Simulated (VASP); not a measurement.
Runs of VASP 6.6.1 on Ti3SbP. The structure is that of space group Pm-3m (No. 221), or close to it. The cells are those of the table. The cell was generated, and may not be a known phase.

```tsv
task	spin	cell	k mesh	cutoff (eV)	gap on the mesh (eV)	pressure (GPa)	moment (μB)
single point	off	a = 4.572 Å, 5 atoms	4 × 4 × 4	520	none	0.3	-
single point	off	a = 4.362 Å, 5 atoms	4 × 4 × 4	520	none	(a)	-
single point	collinear	a = 4.572 Å, 5 atoms	4 × 4 × 4	520	none	0.3	0.00
relaxation of cell and atoms	off	relaxed from a = 4.362 Å, 5 atoms	4 × 4 × 4	600	none	-0.2	-
single point	collinear	a = 4.586 Å, 5 atoms	8 × 8 × 8	520	none	-0.5	0.04
```

Alike in all rows: level PBE; potentials or basis VASP PAW PBE potentials, release 64 (Ti_sv, Sb, P); smearing gaussian 0.1 eV.

**Question.** Estimate the missing entries.

**Answer.** (a) 19.3.

Caveats: some runs use coarse meshes; spin-orbit coupling is left out, which moves the levels of the heavy elements.

A k mesh can miss the band edges, and the runs leave out spin-orbit coupling on Sb.

A gap of «none» marks levels without a gap at the run's occupations.
